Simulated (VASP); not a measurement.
A run of VASP 6.6.1 is set up as follows.

INCAR

```
ALGO     = Normal         # electronic algorithm
EDIFF    = 1E-6           # SCF threshold, eV
EDIFFG   = -0.01          # ionic threshold
ENCUT    = 600            # plane-wave cutoff, eV
GGA      = PE             # functional
IBRION   = 2              # ionic algorithm
ISIF     = 3              # what is computed and relaxed
ISMEAR   = 0              # smearing method
LASPH    = T              # aspherical terms in the spheres
LCHARG   = F              # write CHGCAR
LREAL    = F              # projectors in reciprocal space
LWAVE    = F              # write WAVECAR
NELM     = 60             # most SCF steps
NSW      = 100            # ionic steps
PREC     = Accurate       # precision mode
SIGMA    = 0.1            # smearing width, eV
```

File KPOINTS:

```
k-points
0
Gamma
  12 12 12
```

The input POSCAR:

```
MgZr2N2
1.0
   -2.1630033840      2.1630033840      5.0069409390
    2.1630033840     -2.1630033840      5.0069409390
    2.1630033840      2.1630033840     -5.0069409390
Mg Zr N
1 2 2
Direct
    0.0000000000      0.0000000000      0.0000000000
    0.7500000000      0.2500000000      0.5000000000
    0.2500000000      0.7500000000      0.5000000000
    0.7911891598      0.7911891598      0.0000000000
    0.2088108402      0.2088108402      0.0000000000
```

Potentials or basis: VASP PAW PBE potentials, release 64 (Mg, Zr_sv, N).

Command:

```sh
$ cat potpaw_PBE.64/Mg/POTCAR potpaw_PBE.64/Zr_sv/POTCAR potpaw_PBE.64/N/POTCAR > POTCAR
$ mpirun -np 1 vasp_std > vasp.out
```

Question: Predict the band gap on the k mesh.

Answer: Zero (bands 18 and 19 overlap by 0.78 eV).

Question: Predict the space group after relaxing (to 0.1 Å).

Answer: I4/mmm (No. 139).

Final structure:
```xyz
5
Lattice="-2.1679 2.1679 4.9725 2.1679 -2.1679 4.9725 2.1679 2.1679 -4.9725" Properties=species:S:1:pos:R:3 pbc="T T T"
Mg    0.0000    0.0000    0.0000
Zr    0.0000    2.1679    2.4863
Zr    2.1679    0.0000    2.4863
N     2.1679    2.1679    2.8849
N     0.0000    0.0000    2.0876
```
